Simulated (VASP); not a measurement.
Wanted: the native input for a VASP 6.6.1 run.

```yaml
Task: single point
Functional: r2SCAN
Potentials_or_basis: VASP PAW PBE potentials, release 64 (Ti_sv, Si)
Cutoff: 520 eV
k_mesh: 18 × 18 × 12
Occupations: gaussian, width 0.15 eV
Spin: no spin polarisation
Dipole_correction: no
Further_INCAR_settings: ALGO = Normal; EDIFF = 1e-07; NBANDS = 15
```

The system is TiSi.

```xyz
2
Lattice="1.8707 -2.1812 0.0000 1.8707 2.1812 0.0000 0.0000 0.0000 3.9181" Properties=species:S:1:pos:R:3 pbc="T T T"
Ti    1.8707    0.0000    0.0000
Si    0.0000    0.0000    1.9590
```

This cell differs from its parent crystal: strain +0.030 along x and y, +0.030 along z.

These files were run (other wordings do the same):

POSCAR

```
TiSi
1.0
    1.8706633400     -2.1811527200      0.0000000000
    1.8706633400      2.1811527200      0.0000000000
    0.0000000000      0.0000000000      3.9180520200
Ti Si
1 1
Direct
    0.5000000000      0.5000000000      0.0000000000
    0.0000000000      0.0000000000      0.5000000000
```

INCAR.step1

```
SYSTEM = TiSi
  PREC = Accurate
  ENCUT = 520
  ISMEAR = 0
  SIGMA = 0.15
  LREAL = .False.
  LASPH = .True.
  NELM = 100
  NBANDS = 15
  GGA = PE
  ALGO = Normal
  EDIFF = 1E-4
  LWAVE = .True.
  LCHARG = .False.
```

INCAR.step2

```
SYSTEM = TiSi
  PREC = Accurate
  ENCUT = 520
  EDIFF = 1E-7
  ISMEAR = 0
  SIGMA = 0.15
  LREAL = .False.
  LASPH = .True.
  NELM = 100
  ALGO = Normal
  ISIF = 2
  LWAVE = .False.
  LCHARG = .True.
  METAGGA = R2SCAN
  LMIXTAU = .True.
  LELF = .True.
  LVHAR = .True.
  NBANDS = 15
  ISTART = 1
```

KPOINTS

```
regular mesh
0
Gamma
  18 18 12
  0 0 0
```

Potentials or basis: VASP PAW PBE potentials, release 64 (Ti_sv, Si).

Launch:

```console
$ cat potpaw_PBE.64/Ti_sv/POTCAR potpaw_PBE.64/Si/POTCAR > POTCAR
$ cp INCAR.step1 INCAR
$ mpirun -np 1 vasp_std > vasp.out
$ cp INCAR.step2 INCAR
$ mpirun -np 1 vasp_std > vasp.out
```

Results of the run:

```yaml
Pressure: -11.5 GPa
Band_gap_on_the_k_mesh: zero (band 8 reaches 9.91 eV, above the bottom of band 9 at 8.39 eV)
```

Caveat: the cell differs from its parent crystal (strain +0.030 along x and y, +0.030 along z); the PAW data sets were made with another functional, which shifts forces and pressure a little.

Run time: 7.6 min on 1 thread of Intel(R) Xeon(R) 6975P-C (Granite Rapids) (shared host), peak memory 0.4 GiB.
